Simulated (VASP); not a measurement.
Runs of VASP 6.6.1 on Ba. The structure is that of space group Im-3m (No. 229), or close to it. The cells are those of the table. 

```csv
cell,k mesh,gap on the mesh (eV),pressure (GPa)
"a = 4.394 Å, angles 109.5°, 1 atom",12 × 12 × 12,none,-0.2
"a = 4.387 Å, angles 109.5°, 1 atom",12 × 12 × 12,none,-0.2
"a = 4.276, b = 4.374, c = 4.391 Å, angles 110.3, 108.5, 109.3°, 1 atom",10 × 10 × 10,none,0.0
"a = 4.448 Å, angles 109.5°, 1 atom",12 × 12 × 12,none,-0.5
"a = 4.239, b = 4.222, c = 4.198 Å, angles 109.3, 109.7, 109.6°, 1 atom",10 × 10 × 10,none,(a)
"a = 4.527 Å, angles 109.5°, 1 atom",12 × 12 × 12,none,-0.9
```

Alike in all rows: task single point; level PBE; potentials or basis VASP PAW PBE potentials, release 64 (Ba_sv); no spin polarisation; cutoff (eV) 520; smearing gaussian 0.1 eV.

Fill in the values left out.

(a) 1.0.

Caveats: spin-orbit coupling is left out, which moves the levels of the heavy elements.

A k mesh can miss the band edges, and the runs leave out spin-orbit coupling on Ba.

A gap of «none» marks levels without a gap at the run's occupations.
